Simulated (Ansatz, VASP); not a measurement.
# Two plane-wave programs on ScAl3

The input INCAR:

```
SYSTEM = ScAl3
PREC = Accurate ; ENCUT = 520
EDIFF = 1E-6 ; ISMEAR = 0
SIGMA = 0.1 ; LREAL = .False.
LASPH = .True. ; NELM = 100
ALGO = Normal ; ISIF = 2
LWAVE = .False. ; LCHARG = .False.
GGA = PE ; NBANDS = 18
```

The input KPOINTS:

```
Automatic mesh
0
Gamma
  14 14 14
  0 0 0
```

The input POSCAR:

```
ScAl3
1.0
   -2.0933873118      2.0933873118      4.2022131278
    2.0933873118     -2.0933873118      4.2022131278
    2.0933873118      2.0933873118     -4.2022131278
Sc Al
1 3
Direct
    0.0000000000      0.0000000000      0.0000000000
    0.7500000000      0.2500000000      0.5000000000
    0.2500000000      0.7500000000      0.5000000000
    0.5000000000      0.5000000000      0.0000000000
```

Input for Ansatz:

```yaml
crystal:
  lattice:
    - [-2.0933873118, 2.0933873118, 4.2022131278]
    - [2.0933873118, -2.0933873118, 4.2022131278]
    - [2.0933873118, 2.0933873118, -4.2022131278]
  atoms:
    - { symbol: Sc, position: [0.0, 0.0, 0.0] }
    - { symbol: Al, position: [0.75, 0.25, 0.5] }
    - { symbol: Al, position: [0.25, 0.75, 0.5] }
    - { symbol: Al, position: [0.5, 0.5, 0.0] }
basis:
  ecutwfc: 420
kpoints:
  mp_grid: { grid: [14, 14, 14] }
hamiltonian:
  xc: pbe
scf:
  occupations: { method: gaussian, width: 0.1 }
output:
  forces: true
  stress: true
  eigenvalues: true
```

Alike in both runs: task single point; functional PBE; k mesh 14 × 14 × 14; occupations gaussian, width 0.1 eV; no spin polarisation.

|  | VASP | Ansatz |
| --- | --- | --- |
| version | VASP 6.6.1 | Ansatz 0.2.0 |
| potentials or method | VASP PAW PBE potentials, release 64 (Sc_sv, Al), cutoff 520 eV | scalar-relativistic, plane waves, PAW |
| valence electrons in the cell | 20 | 20 |

VASP gave:

* gap on the k mesh at the Fermi level (eV): none
* pressure (GPa): -2.5
* traceless stress, the component that is largest in VASP (GPa): 6.02

Which values does Ansatz return?

gap on the k mesh at the Fermi level (eV): none; pressure (GPa): -2.5; traceless stress, the component that is largest in VASP (GPa): 6.01.

A gap of «none» marks a metal or a gap that the smearing closes. With one functional, cell and mesh, what is left measures potentials, basis and numerics.
